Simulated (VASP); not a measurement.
A run of VASP 6.6.1:

The input INCAR:

```
PREC = Accurate ; ENCUT = 600
EDIFF = 1E-8 ; ISMEAR = 0
SIGMA = 0.01 ; LREAL = F
LASPH = T ; NELM = 60
ALGO = Normal ; ISIF = 3
LWAVE = F ; LCHARG = T
GGA = PS ; IBRION = 6
NFREE = 2 ; POTIM = 0.015
NSW = 1
```

The input KPOINTS:

```
regular mesh
0
Gamma
  8 8 8
```

Contents of POSCAR:

```
NaI
1.0
    0.0000000000      2.9611973512      2.9611973512
    2.9611973512      0.0000000000      2.9611973512
    2.9611973512      2.9611973512      0.0000000000
Na I
1 1
Direct
    0.0000000000      0.0000000000      0.0000000000
    0.5000000000      0.5000000000      0.5000000000
```

Potentials or basis: VASP PAW PBE potentials, release 64 (Na_pv, I).

Run with:

```console
$ cat potpaw_PBE.64/Na_pv/POTCAR potpaw_PBE.64/I/POTCAR > POTCAR
$ mpirun -np 1 vasp_std > vasp.out
```

Hardware: 1 thread of Oxide Virtual Turin-like Processor, with other jobs on the host.

**Question.** Estimate the wall time of this run.

**Answer.** Run time: 14 min on 1 thread of Oxide Virtual Turin-like Processor, on a shared host, peak memory 0.31 GiB. Counts: scf iterations 177, k points 29.
